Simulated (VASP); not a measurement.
# AlNi in VASP: notebook

AlNi is run at these levels: r2SCAN; tasks: single point, relaxation of shape and atoms at fixed volume.

Everything below comes from runs of VASP 6.6.1. Logs are shortened: lines on timing, memory, paths and dates and some standing lists are left out, and cuts for length are marked.

### 1 The cell of the first run

The structure is tetragonal, space group P4/mmm (No. 123). The conventional cell has a = 2.946 Å, b = 2.946 Å, c = 2.818 Å, α = 90.00°, β = 90.00°, γ = 90.00°. Within 3.3 Å of Al (site symmetry 4/mmm) lie 8 Ni at 2.51 Å and 6 Al at 2.82 to 2.95 Å. Within 3.3 Å of Ni (site symmetry 4/mmm) lie 8 Al at 2.51 Å and 6 Ni at 2.82 to 2.95 Å.

### 2 Single point, r2SCAN (biaxial strain in the a-b plane: +3.0 %)

Contents of POSCAR:

```
AlNi
1.0
    2.9457301126      0.0000000000      0.0000000000
    0.0000000000      2.9457301126      0.0000000000
    0.0000000000      0.0000000000      2.8183569922
Al Ni
1 1
Direct
    0.0000000000      0.0000000000      0.0000000000
    0.5000000000      0.5000000000      0.5000000000
```

Contents of INCAR.step1:

```
  PREC = Accurate
  ENCUT = 520
  ISMEAR = 0
  SIGMA = 0.1
  LREAL = F
  LASPH = T
  NELM = 100
  NBANDS = 14
  GGA = PE
  ALGO = Normal
  EDIFF = 1E-4
  LWAVE = T
  LCHARG = F
```

Contents of INCAR.step2:

```
  PREC = Accurate
  ENCUT = 520
  EDIFF = 1E-7
  ISMEAR = 0
  SIGMA = 0.1
  LREAL = F
  LASPH = T
  NELM = 100
  ALGO = Normal
  ISIF = 2
  LWAVE = F
  LCHARG = T
  METAGGA = R2SCAN
  LMIXTAU = T
  LELF = T
  LVHAR = T
  NBANDS = 14
  ISTART = 1
```

Contents of KPOINTS:

```
regular mesh
0
Gamma
  18 18 18
```

Potentials or basis: VASP PAW PBE potentials, release 64 (Al, Ni).

Command:

```
$ cat potpaw_PBE.64/Al/POTCAR potpaw_PBE.64/Ni/POTCAR > POTCAR
$ cp INCAR.step1 INCAR
$ mpirun -np 1 vasp_std > vasp.out
$ cp INCAR.step2 INCAR
$ mpirun -np 1 vasp_std > vasp.out
```

OUTCAR:

```text
PREC = Accurate
   ENCUT = 520
   EDIFF = 1E-7
   ISMEAR = 0
   LREAL = F
   LASPH = T
   NELM = 100
   ISIF = 2
   METAGGA = R2SCAN
   ISTART = 1

 ion  position               nearest neighbor table
   1  0.000  0.000  0.000-   2 2.51   2 2.51   2 2.51   2 2.51   2 2.51   2 2.51   2 2.51   2 2.51

   2  0.500  0.500  0.500-   1 2.51   1 2.51   1 2.51   1 2.51   1 2.51   1 2.51   1 2.51   1 2.51

  LATTYP: Found a simple tetragonal cell.
 ALAT       =     2.9457301126
 C/A-ratio  =     0.9567600848

  Lattice vectors:

 A1 = (   2.9457301126,   0.0000000000,   0.0000000000)
 A2 = (   0.0000000000,   2.9457301126,   0.0000000000)
 A3 = (   0.0000000000,   0.0000000000,   2.8183569922)

Analysis of symmetry for initial positions (statically):
=====================================================================
 Subroutine PRICEL returns:
 Original cell was already a primitive cell.

 Routine SETGRP: Setting up the symmetry group for a
 simple tetragonal supercell.

 Subroutine GETGRP returns: Found 16 space group operations
 (whereof 16 operations were pure point group operations)
 out of a pool of 16 trial point group operations.

The static configuration has the point symmetry D_4h.

Analysis of symmetry for dynamics (positions and initial velocities):
=====================================================================
 Subroutine PRICEL returns:
 Original cell was already a primitive cell.

 Routine SETGRP: Setting up the symmetry group for a
 simple tetragonal supercell.

 Subroutine GETGRP returns: Found 16 space group operations
 (whereof 16 operations were pure point group operations)
 out of a pool of 16 trial point group operations.

The dynamic configuration has the point symmetry D_4h.

 Subroutine INISYM returns: Found 16 space group operations
 (whereof 16 operations are pure point group operations),
 and found     1 'primitive' translations

----------------------------------------------------------------------------------------

                                     Primitive cell

  volume of cell :      24.4558

  direct lattice vectors                    reciprocal lattice vectors
     2.945730113  0.000000000  0.000000000     0.339474413  0.000000000  0.000000000
     0.000000000  2.945730113  0.000000000     0.000000000  0.339474413  0.000000000
     0.000000000  0.000000000  2.818356992     0.000000000  0.000000000  0.354816655

  length of vectors
     2.945730113  2.945730113  2.818356992     0.339474413  0.339474413  0.354816655

  position of ions in fractional coordinates (direct lattice)
     0.000000000  0.000000000  0.000000000
     0.500000000  0.500000000  0.500000000

  ion indices of the primitive-cell ions
   primitive index   ion index
                 1           1
                 2           2

----------------------------------------------------------------------------------------

 KPOINTS: regular mesh

Automatic generation of k-mesh.
 Grid dimensions read from file:
 generate k-points for:   18   18   18

 Generating k-lattice:

  Cartesian coordinates                     Fractional coordinates (reciprocal lattice)
     0.018859690  0.000000000  0.000000000     0.055555556  0.000000000  0.000000000
     0.000000000  0.018859690  0.000000000     0.000000000  0.055555556  0.000000000
     0.000000000  0.000000000  0.019712036     0.000000000  0.000000000  0.055555556

  Length of vectors
     0.018859690  0.018859690  0.019712036

  Shift w.r.t. Gamma in fractional coordinates (k-lattice)
     0.000000000  0.000000000  0.000000000

 Subroutine IBZKPT returns following result:
 ===========================================

 Found    550 irreducible k-points:

 Following reciprocal coordinates:
            Coordinates               Weight
  0.000000  0.000000  0.000000      1.000000
  0.055556  0.000000  0.000000      4.000000
  0.111111  0.000000  0.000000      4.000000
  0.166667  0.000000  0.000000      4.000000
  0.222222  0.000000  0.000000      4.000000
  0.277778  0.000000  0.000000      4.000000
[... 16 lines left out ...]
  0.277778  0.111111  0.000000      8.000000
  0.333333  0.111111  0.000000      8.000000
 [... further k-points ...]
   k-points           NKPTS =    550   k-points in BZ     NKDIM =    550   number of bands    NBANDS=     14
   number of dos      NEDOS =    301   number of ions     NIONS =      2
   total plane-waves  NPLWV =  13824
   dimension x,y,z NGX =    24 NGY =   24 NGZ =   24
   dimension x,y,z NGXF=    48 NGYF=   48 NGZF=   48
   ions per type =               1   1
   NGX,Y,Z   is equivalent  to a cutoff of  13.54, 13.54, 14.16 a.u.
   NGXF,Y,Z  is equivalent  to a cutoff of  27.09, 27.09, 28.31 a.u.
 SYSTEM =  unknown system
   PREC   = accura    normal or accurate (medium, high low for compatibility)
   ISTART =      1    job   : 0-new  1-cont  2-samecut
   ICHARG =      0    charge: 1-file 2-atom 10-const
   ISPIN  =      1    spin polarized calculation?
   LNONCOLLINEAR =      F non collinear calculations
   LSORBIT =      F    spin-orbit coupling
   LASPH  =      T    aspherical Exc in radial PAW
   ENCUT  =  520.0 eV  38.22 Ry    6.18 a.u.   5.48  5.48  5.24*2*pi/ulx,y,z
   NELM   =    100;   NELMIN=  2; NELMDL=  0     # of ELM steps
   EDIFF  = 0.1E-06   stopping-criterion for ELM
   LREAL  =      F    real-space projection
   EDIFFG = 0.1E-05   stopping-criterion for IOM
   NSW    =      0    number of steps for IOM
   IBRION =     -1    ionic relax: 0-MD 1-quasi-New 2-CG
   NFREE  =      0    steps in history (QN), initial steepest desc. (CG)
   ISIF   =      2    stress and relaxation
   ISYM   =      2    0-nonsym 1-usesym 2-fastsym
   POTIM  = 0.5000    time-step for ionic-motion
   TEBEG  =    0.0;   TEEND  =   0.0 temperature during run
   PSTRESS=    0.0 pullay stress
   NELECT =      13.0000    total number of electrons
   NUPDOWN=      -1.0000    fix difference up-down
   EMIN   =  10.00;   EMAX   =-10.00  energy-range for DOS
   EFERMI =   0.00;   METHOD = LEGACY
   ISMEAR =     0;   SIGMA  =   0.10  broadening in eV -4-tet -1-fermi 0-gaus
   EFERMI_NEDOS =   21; number of points for ismear=-14 and -15
   IALGO  =     38    algorithm
   IMIX   =      4    mixing-type and parameters
     AMIX     =   0.40;   BMIX     =  1.00
     AMIX_MAG =   1.60;   BMIX_MAG =  1.00
  volume/ion in A,a.u.               =      12.23        82.52
  Fermi-wavevector in a.u.,A,eV,Ry     =   1.326158  2.506075 23.928503  1.758695
  Thomas-Fermi vector in A             =   2.455566
   LORBIT       =      0    0 simple, 1 ext, 2 COOP (PROOUT), +10 PAW based schemes
   METAGGA = R2SCAN    functional components
   LHFCALC =     F    Hartree Fock is set to
   AEXX    =    0.0000 exact exchange contribution
   IVDW    =     0    specifies the selected vdW correction
   LEPSILON=     F    determine dielectric tensor
   LRPA    =     F    only Hartree local field effects (RPA)
 non-spin polarized calculation
 Gauss-broadening in eV      SIGMA  =   0.10
  energy-cutoff  :      520.00
  volume of cell :       24.46
 maximum number of plane-waves:       679
 NGX is ok and might be reduce to    24
   NGX = 11   NGY = 11   NGZ = 11

 number of electron      12.9999996 magnetization

 Free energy of the ion-electron system (eV)
  ---------------------------------------------------
  ext. energy  EPLUGINS =         0.00000000
  ---------------------------------------------------
  free energy    TOTEN  =       -20.03968839 eV

  energy without entropy =      -20.03550602  energy(sigma->0) =      -20.03759720

 E-fermi :   9.5919     XC(G=0): -12.8953

 val. band max:        9.5892292002   @ k =   0.4444   0.3333   0.2778
 cond. band min:       9.5959729395   @ k =   0.4444   0.2778   0.3333
 fundamental gap:      0.0067437394
 Fermi energy:         9.5918602021

 k-point     1 :       0.0000    0.0000    0.0000
  band No.  band energies     occupation
      1      -1.9523      2.00000
      2       6.3356      2.00000
      3       6.3858      2.00000
      4       7.9778      2.00000
      5       8.0849      2.00000
      6       8.0849      2.00000
      7      14.8427      0.00000
      8      14.8427      0.00000
      9      16.5291      0.00000
     10      17.7104      0.00000
     11      18.0264      0.00000
     12      24.3104      0.00000
     13      30.6362      0.00000
     14      31.7502      0.00000

 k-point     2 :       0.0556    0.0000    0.0000
  band No.  band energies     occupation
      1      -1.8950      2.00000
      2       6.3314      2.00000
      3       6.3941      2.00000
      4       7.9522      2.00000
      5       8.0650      2.00000
      6       8.0872      2.00000
      7      14.2051      0.00000
      8      14.9203      0.00000
      9      16.6008      0.00000
     10      17.8967      0.00000
     11      18.4714      0.00000
     12      24.4676      0.00000
     13      29.8826      0.00000
     14      31.1019      0.00000

 k-point     3 :       0.1111    0.0000    0.0000
  band No.  band energies     occupation
      1      -1.7236      2.00000
      2       6.3004      2.00000
      3       6.4266      2.00000
      4       7.8803      2.00000
      5       8.0085      2.00000
      6       8.0937      2.00000
      7      13.0055      0.00000
      8      15.1485      0.00000
      9      16.8126      0.00000
     10      17.9371      0.00000
     11      19.5885      0.00000
     12      24.9682      0.00000
     13      28.5370      0.00000
     14      29.8488      0.00000
[... 324 lines left out ...]
 k-point    23 :       0.2778    0.1111    0.0000
  band No.  band energies     occupation
      1      -0.3255      2.00000
      2       5.7020      2.00000
      3       6.6207      2.00000
      4       7.4199      2.00000
      5       7.7367      2.00000
      6       8.0597      2.00000
      7       9.9934      0.00000
      8      14.5219      0.00000
      9      18.4574      0.00000
     10      19.3397      0.00000
     11      22.7701      0.00000
     12      23.2685      0.00000
     13      26.0427      0.00000
     14      28.7412      0.00000

 k-point    24 :       0.3333    0.1111    0.0000
  band No.  band energies     occupation
      1       0.2715      2.00000
      2       5.0999      2.00000
      3       6.7083      2.00000
      4       7.3355      2.00000
      5       7.6468      2.00000
      6       8.0731      2.00000
      7       9.4002      1.99327
      8      15.0767      0.00000
      9      19.1194      0.00000
     10      19.1421      0.00000
     11      21.9886      0.00000
     12      24.0138      0.00000
     13      24.8382      0.00000
     14      27.8557      0.00000

 [... further k-points ...]

------------------------ aborting loop because EDIFF is reached ----------------------------------------

  FORCE on cell =-STRESS in cart. coord.  units (eV):
  Direction    XX          YY          ZZ          XY          YZ          ZX
  --------------------------------------------------------------------------------------
  -------------------------------------------------------------------------------------
  Total       -1.2278228     -1.2278228     -0.6025939      0.0000000      0.0000000      0.0000000
  in kB      -80.4385770    -80.4385770    -39.4778396      0.0000000      0.0000000      0.0000000
  external PRESSURE =     -66.7849978 kB  Pullay stress =       0.0000000 kB

 VOLUME and BASIS-vectors are now :
 -----------------------------------------------------------------------------
  energy-cutoff  :      520.00
  volume of cell :       24.46
      direct lattice vectors                 reciprocal lattice vectors
     2.945730113  0.000000000  0.000000000     0.339474413  0.000000000  0.000000000
     0.000000000  2.945730113  0.000000000     0.000000000  0.339474413  0.000000000
     0.000000000  0.000000000  2.818356992     0.000000000  0.000000000  0.354816655

 POSITION                                       TOTAL-FORCE (eV/Angst)
 -----------------------------------------------------------------------------------
      0.00000      0.00000      0.00000         0.000000      0.000000      0.000000
      1.47287      1.47287      1.40918         0.000000      0.000000      0.000000
 -----------------------------------------------------------------------------------
    total drift:                                0.000000      0.000000     -0.000000

  FREE ENERGIE OF THE ION-ELECTRON SYSTEM (eV)
  ---------------------------------------------------
  free  energy   TOTEN  =       -20.0396883918 eV

  energy  without entropy=      -20.0355060176  energy(sigma->0) =      -20.03759720
```

Run time: 18 min. Hardware: 1 thread of AMD EPYC 7R13, shared host; peak memory 0.28 GiB.

Results:

```yaml
Free_energy: -20.0397 eV
Pressure: -6.7 GPa
Band_gap_on_the_k_mesh: zero (an odd number of electrons rules out a gap without spin polarisation)
```

Stress tensor (GPa, compression positive):
```
-8.04  0.00  0.00
 0.00 -8.04  0.00
 0.00  0.00 -3.95
```

Caveat: the cell differs from its parent crystal (biaxial strain in the a-b plane: +3.0 %); the cell stands under tension; the PAW data sets were made with another functional, which shifts forces and pressure a little. Spin polarisation is off, so any magnetic state and its effect on volume and gap are missing.

### 3 Single point, r2SCAN

This run uses another cell than the first one, of 11.74 Å³/atom.

Contents of POSCAR:

```
AlNi
1.0
    2.0223875383     -2.0221672871      0.0000000000
    2.0223875383      2.0221672871      0.0000000000
    0.0000000000      0.0000000000      2.8700173037
Al Ni
1 1
Direct
    0.0000000000      0.0000000000      0.0000000000
    0.5000000000      0.5000000000      0.5000000000
```

Contents of INCAR.step1:

```
ALGO     = Normal         # electronic algorithm
EDIFF    = 1E-4           # SCF threshold, eV
ENCUT    = 520            # plane-wave cutoff, eV
GGA      = PE             # functional
ISMEAR   = 0              # smearing method
LASPH    = T              # aspherical terms in the spheres
LCHARG   = F              # write CHGCAR
LREAL    = F              # projectors in reciprocal space
LWAVE    = T              # write WAVECAR
NBANDS   = 14             # bands
NELM     = 60             # most SCF steps
PREC     = Accurate       # precision mode
SIGMA    = 0.1            # smearing width, eV
```

Contents of INCAR.step2:

```
ALGO     = Normal         # electronic algorithm
EDIFF    = 1E-6           # SCF threshold, eV
ENCUT    = 520            # plane-wave cutoff, eV
ISIF     = 2              # what is computed and relaxed
ISMEAR   = 0              # smearing method
ISTART   = 1            
LASPH    = T              # aspherical terms in the spheres
LCHARG   = F              # write CHGCAR
LMIXTAU  = T            
LREAL    = F              # projectors in reciprocal space
LWAVE    = F              # write WAVECAR
METAGGA  = R2SCAN         # meta-GGA
NBANDS   = 14             # bands
NELM     = 60             # most SCF steps
PREC     = Accurate       # precision mode
SIGMA    = 0.1            # smearing width, eV
```

Contents of KPOINTS:

```
k-points
0
Gamma
  16 16 14
```

Potentials or basis: VASP PAW PBE potentials, release 64 (Al, Ni).

Command:

```
$ cat potpaw_PBE.64/Al/POTCAR potpaw_PBE.64/Ni/POTCAR > POTCAR
$ cp INCAR.step1 INCAR
$ mpirun -np 1 vasp_std > vasp.out
$ cp INCAR.step2 INCAR
$ mpirun -np 1 vasp_std > vasp.out
```

It took 18 min on 1 thread of AMD EPYC 7R13, shared host; peak memory 0.28 GiB.

Results (log left out):

```
Free energy            : -20.0706 eV
Pressure               : -0.2 GPa
Band gap on the k mesh : zero (an odd number of electrons rules out a gap without spin polarisation)
```

Levels at points of the mesh, in eV from the Fermi level:
```
           k point  band 4  band 5  band 6  band 7  band 8  band 9  band 10  band 11
(0.00, 0.00, 0.00)   -1.63   -1.63   -1.62    5.90    6.03    6.03     8.45     8.49
(0.50, 0.00, 0.00)   -2.38   -2.36   -1.53   -0.63    8.68   10.58    10.71    11.76
(0.50, 0.50, 0.00)   -3.12   -2.21   -2.21   -1.03    1.66    2.83    13.45    15.93
(0.00, 0.00, 0.50)   -2.36   -2.36   -1.53   -0.66    8.68   10.70    10.70    11.83
(0.50, 0.00, 0.50)   -3.14   -2.19   -2.19   -1.04    1.62    2.80    13.54    15.99
(0.50, 0.50, 0.50)   -1.01   -1.00    2.03    2.04    2.04    4.65     4.72     4.72
```

Caveat: the PAW data sets were made with another functional, which shifts forces and pressure a little.

(Part 1 of 2 ends here.)

The gap in the log of VASP goes by the Fermi energy; the results here count the filled bands.